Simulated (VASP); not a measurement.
A run of VASP 6.6.1 is set up as follows.

File INCAR:

```
PREC = Accurate
ENCUT = 520
EDIFF = 1E-6
ISMEAR = 0
SIGMA = 0.1
LREAL = False
LASPH = True
NELM = 60
ALGO = Normal
ISIF = 2
LWAVE = False
LCHARG = True
LDIPOL = True
IDIPOL = 3
DIPOL = 0.5 0.5 0.241
GGA = PE
IVDW = 12
LELF = True
LVHAR = True
LVACPOTAV = True
NBANDS = 28
```

KPOINTS

```
regular mesh
0
Gamma
  6 6 1
```

The input POSCAR:

```
HC4
1.0
    4.9313048818      0.0000000000      0.0000000000
   -2.4656524409      4.2706353015      0.0000000000
    0.0000000000      0.0000000000     18.0000331943
C H
8 2
Direct
    0.3333333333      0.1666666667      0.2222236565
    0.3333333333      0.6666666667      0.2222236565
    0.8333333333      0.1666666667      0.2222236565
    0.8333333333      0.6666666667      0.2222236565
    0.1666666667      0.3333333333      0.2222218124
    0.1666666667      0.8333333333      0.2222218124
    0.6666666667      0.3333333333      0.2222218124
    0.6666666667      0.8333333333      0.2222218124
    0.5948708557      0.4051291443      0.3183345904
    0.9051291443      0.0948708557      0.3183345904
```

Potentials or basis: VASP PAW PBE potentials, release 64 (C, H).

Run with:

```console
$ cat potpaw_PBE.64/C/POTCAR potpaw_PBE.64/H/POTCAR > POTCAR
$ mpirun -np 1 vasp_std > vasp.out
```

(1) What does it give for the band gap on the k mesh?

(2) What does it give for the dispersion energy per atom?

(3) What does it give for the largest force?

## Answers

(1) zero (band 17 reaches -2.99 eV, above the bottom of band 18 at -3.30 eV).

(2) -0.091 eV.

(3) 1.097 eV/Å.
